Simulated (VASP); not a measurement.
Set up this calculation in VASP 6.6.1, as the native input.

```yaml
Task: single point
Functional: PBEsol
Potentials_or_basis: VASP PAW PBE potentials, release 64 (Hf_pv, O)
Cutoff: 520 eV
k_mesh: 2 × 2 × 2
Occupations: fermi-dirac, width 0.112 eV
Spin: no spin polarisation
Dipole_correction: no
Further_INCAR_settings: LREAL = Auto; ALGO = Normal; EDIFF = 1e-06; NBANDS = 106
```

The structure of HfO2 lies in POSCAR:

```
HfO2
1.0
    0.0000000000      5.0583646387      5.0583646387
    5.0583646387      0.0000000000      5.0583646387
    5.0583646387      5.0583646387      0.0000000000
Hf O
8 16
Direct
   -0.0261056704      0.0327588088     -0.0186904280
   -0.0040329240      0.0028485491      0.5036948069
    0.0208840223      0.4941755248     -0.0053054696
    0.0104195731      0.5218789448      0.4946727211
    0.4903965367     -0.0416866942      0.0239066395
    0.5106551592      0.0115620372      0.4805171579
    0.4895251088      0.4875612330      0.0052118623
    0.5086069676      0.4950577269      0.5129631186
    0.1332922887      0.1539709087      0.1066457321
    0.3912414666      0.3757380370      0.3692292141
    0.1522901283      0.1219293278      0.6032955744
    0.3734703081      0.4105220063      0.8496659112
    0.1328269209      0.5422894939      0.1726973167
    0.3509151923      0.8471107376      0.3906620303
    0.0850798688      0.6307924058      0.6541693287
    0.3403787831      0.8584264501      0.9063654615
    0.5901112737      0.1419822514      0.1279757483
    0.8295911425      0.3643858503      0.4539228909
    0.6004537468      0.1109101538      0.6173564429
    0.8726464609      0.3661471903      0.8590683571
    0.6531599115      0.6122358156      0.1124857618
    0.9637640519      0.8726844179      0.3226376737
    0.6466450590      0.6670617366      0.6045723704
    0.8802427895      0.8774436635      0.8830494278
```

One way to write it, as run:

INCAR

```
PREC = Accurate
ENCUT = 520
EDIFF = 1E-6
ISMEAR = -1
SIGMA = 0.112
LREAL = Auto
LASPH = True
NELM = 60
ALGO = Normal
ISIF = 2
LWAVE = False
LCHARG = False
GGA = PS
NBANDS = 106
```

KPOINTS

```
regular mesh
0
Gamma
  2 2 2
```

Potentials or basis: VASP PAW PBE potentials, release 64 (Hf_pv, O).

Run with:

```console
$ cat potpaw_PBE.64/Hf_pv/POTCAR potpaw_PBE.64/O/POTCAR > POTCAR
$ mpirun -np 1 vasp_std > vasp.out
```

It gave:

```yaml
Pressure: 4.5 GPa
Largest_force: 3.696 eV/Å
Band_gap_on_the_k_mesh: 3.92 eV (least direct gap 4.12 eV)
```

Caveat: the k points lie up to 0.54 Å⁻¹ apart; the atoms stand as in a frame of molecular dynamics; the PAW data sets were made with another functional, which shifts forces and pressure a little; spin-orbit coupling is left out, which moves the levels of the heavy elements.

It took 16 min on 1 thread of Intel Xeon 8259CL, on a shared host, peak memory 0.47 GiB.
